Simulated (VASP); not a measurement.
Runs of VASP 6.6.1 on CO2. The structure is that of space group Pbca (No. 61), or close to it. The cells are those of the table. 

```tsv
cell	gap on the mesh (eV)	pressure (GPa)	largest force (eV/Å)
a = 6.098, b = 6.098, c = 5.405 Å, 12 atoms	6.84	(a)	4.83
a = 6.256, b = 6.256, c = 5.680 Å, 12 atoms	6.54	0.7	0.39
a = 6.119, b = 6.119, c = 5.556 Å, 12 atoms	(b)	7.7	3.30
a = 5.866, b = 5.866, c = 6.460 Å, 12 atoms	6.54	0.7	0.37
a = 5.831, b = 5.831, c = 6.119 Å, 12 atoms	6.80	8.2	3.51
```

Alike in all rows: task single point; level PBE; potentials or basis VASP PAW PBE potentials, release 64 (C, O); no spin polarisation; k mesh 4 × 4 × 4; cutoff (eV) 520; smearing gaussian 0.05 eV.

Fill in the values left out.

(a) 11.7; (b) 6.75.

Caveats: this functional lacks dispersion, which holds the molecules together, so the pressure and a relaxed volume are unreliable; the cell stands under pressure (at least some runs); forces of over 1 eV/Å act on the atoms, so gaps and moduli don't describe the material at rest (at least some runs).

A k mesh can miss the band edges.
